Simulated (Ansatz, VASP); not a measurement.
## CoO: VASP beside Ansatz

```
CELL_PARAMETERS angstrom
2.85630 0.00000 0.00000
-1.42815 2.47363 0.00000
0.00000 0.00000 2.78761
ATOMIC_POSITIONS crystal
Co 0.00000 0.00000 0.00000
O 0.66667 0.33333 0.50000
```

Alike in both runs: task single point; functional LDA; k mesh 8 × 8 × 7; occupations gaussian, width 0.05 eV; collinear spin; Hubbard terms Co d U = 2.0 eV.

|  | VASP | Ansatz |
| --- | --- | --- |
| version | VASP 6.6.1 | Ansatz 0.2.0 |
| potentials or method | VASP PAW LDA potentials, release 64 (Co_sv, O), cutoff 600 eV | scalar-relativistic, plane waves, PAW |
| valence electrons in the cell | 23 | 23 |

```tsv
	VASP	Ansatz	Ansatz less VASP
gap on the k mesh at the Fermi level (eV)	none	none	-
pressure (GPa)	-23.4	-20.1	+3.27
traceless stress, the component that is largest in VASP (GPa)	-4.34	-4.52	-0.173
net moment per atom (μB)	1.50	1.50	0.000
size of the moment on the site where the two differ most (μB)	2.57	2.52	-0.052
```

LDA's correlation is that of Perdew and Zunger in VASP and of Perdew and Wang (1992) in Ansatz. Site moments also hang on the region over which each program counts them. The programs project onto different local orbitals, so the same U acts differently, and such runs can settle in different states. A gap of «none» marks a metal or a gap that the smearing closes. Ansatz's warnings: filled band counts differ across k points.
